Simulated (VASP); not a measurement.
Here is a VASP 6.6.1 calculation.

INCAR

```
SYSTEM = NaHF2
  PREC = Accurate
  ENCUT = 520
  EDIFF = 1E-7
  ISMEAR = 0
  SIGMA = 0.01
  LREAL = .FALSE.
  LASPH = .TRUE.
  NELM = 100
  ALGO = Normal
  ISIF = 2
  LWAVE = .FALSE.
  LCHARG = .TRUE.
  GGA = PS
  LELF = .TRUE.
  LVHAR = .TRUE.
  NBANDS = 19
```

KPOINTS

```
regular mesh
0
G
  6 6 6
  0 0 0
```

Contents of POSCAR:

```
NaHF2
1.0
    1.6977160689      0.9801768294      4.5692389230
   -1.6977160689      0.9801768294      4.5692389230
    0.0000000000     -1.9603536588      4.5692389230
Na H F
1 1 2
Direct
    0.0000000000      0.0000000000      0.0000000000
    0.5000000000      0.5000000000      0.5000000000
    0.4172389339      0.4172389339      0.4172389339
    0.5827610661      0.5827610661      0.5827610661
```

Potentials or basis: VASP PAW PBE potentials, release 64 (Na_pv, H, F).

The run is started by

```console
$ cat potpaw_PBE.64/Na_pv/POTCAR potpaw_PBE.64/H/POTCAR potpaw_PBE.64/F/POTCAR > POTCAR
$ mpirun -np 1 vasp_std > vasp.out
```

Predict the largest force.

0.173 eV/Å.

Predict the pressure.

1.9 GPa.

What does it give for the band gap on the k mesh?

7.04 eV (least direct gap 7.23 eV).

Forces on the atoms (eV/Å):
```
Na   0.000  0.000  0.000
H    0.000  0.000  0.000
F    0.000  0.000 -0.173
F    0.000  0.000  0.173
```

Caveat: the PAW data sets were made with another functional, which shifts forces and pressure a little. As with any semilocal functional, this PBEsol gap is likely too small.
